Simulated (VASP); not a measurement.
The system is NaH.

```
Na H
1.0
     2.94412    0.00000    0.00000
     0.00000    2.93239    0.00000
     0.00000    0.00000    2.93239
Na H
1 1
Direct
  0.00000 0.00000 0.00000
  0.50000 0.50000 0.50000
```

This cell differs from its parent crystal: uniaxial x strain +0.4%.

Base run:

| Quantity | Value |
| --- | --- |
| Program | VASP 6.6.1 |
| Functional | PBE |
| Potentials or basis | VASP PAW PBE potentials, release 64 (Na_pv, H) |
| Cutoff | 520 eV |
| k mesh | 8 × 8 × 8 |
| Occupations | fermi-dirac, width 0.02 eV |
| Spin | no spin polarisation |

Its results: band gap on the k mesh 1.01 eV, indirect (least direct gap 4.48 eV); pressure 0.6 GPa.

The run is repeated on the same cell with these changes: functional from PBE to r2SCAN; occupations from fermi-dirac, width 0.02 eV to gaussian, width 0.01 eV. What comes out?

Band gap on the k mesh 1.58 eV, indirect (least direct gap 5.15 eV); pressure -0.4 GPa.

Caveats: the PAW data sets were made with another functional, which shifts forces and pressure a little (some runs).

A k mesh can miss the band edges.
